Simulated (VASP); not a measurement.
Set up this calculation in VASP 6.6.1, as the native input.

| Item | Value |
| --- | --- |
| Task | single point |
| Functional | r2SCAN |
| Potentials or basis | VASP PAW PBE potentials, release 64 (Nb_sv) |
| Cutoff | 520 eV |
| k mesh | 20 × 20 × 20 |
| Occupations | gaussian, width 0.15 eV |
| Spin | no spin polarisation |
| Dipole correction | no |
| Further INCAR settings | ALGO = Normal; EDIFF = 1e-07; NBANDS = 12 |

Crystal: Nb.

```
Nb
1.0
     0.00000    2.03040    2.19960
     2.03040    0.00000    2.19960
     2.03040    2.03040    0.00000
Nb
1
Direct
  0.00000 0.00000 0.00000
```

This cell differs from its parent crystal: strain -0.040 along x and y, +0.040 along z.

The input as run:

POSCAR

```
Nb
1.0
    0.0000000000      2.0304000000      2.1996000000
    2.0304000000      0.0000000000      2.1996000000
    2.0304000000      2.0304000000      0.0000000000
Nb
1
Direct
    0.0000000000      0.0000000000      0.0000000000
```

INCAR.step1

```
PREC = Accurate ; ENCUT = 520
ISMEAR = 0 ; SIGMA = 0.15
LREAL = F ; LASPH = T
NELM = 100 ; NBANDS = 12
GGA = PE ; ALGO = Normal
EDIFF = 1E-4 ; LWAVE = T
LCHARG = F
```

INCAR.step2

```
PREC = Accurate ; ENCUT = 520
EDIFF = 1E-7 ; ISMEAR = 0
SIGMA = 0.15 ; LREAL = F
LASPH = T ; NELM = 100
ALGO = Normal ; ISIF = 2
LWAVE = F ; LCHARG = F
METAGGA = R2SCAN ; LMIXTAU = T
NBANDS = 12 ; ISTART = 1
```

KPOINTS

```
regular mesh
0
Gamma
  20 20 20
```

Potentials or basis: VASP PAW PBE potentials, release 64 (Nb_sv).

Run with:

```bash
$ cat potpaw_PBE.64/Nb_sv/POTCAR > POTCAR
$ cp INCAR.step1 INCAR
$ mpirun -np 1 vasp_std > vasp.out
$ cp INCAR.step2 INCAR
$ mpirun -np 1 vasp_std > vasp.out
```

Results of the run:

| Quantity | Value |
| --- | --- |
| Pressure | 3.9 GPa |
| Band gap on the k mesh | zero (an odd number of electrons rules out a gap without spin polarisation) |

Caveat: the cell differs from its parent crystal (strain -0.040 along x and y, +0.040 along z); the cell stands under pressure; the PAW data sets were made with another functional, which shifts forces and pressure a little.

It took 2.6 min on 1 thread of Intel(R) Xeon(R) 6975P-C (Granite Rapids) (shared host), peak memory 0.25 GiB.
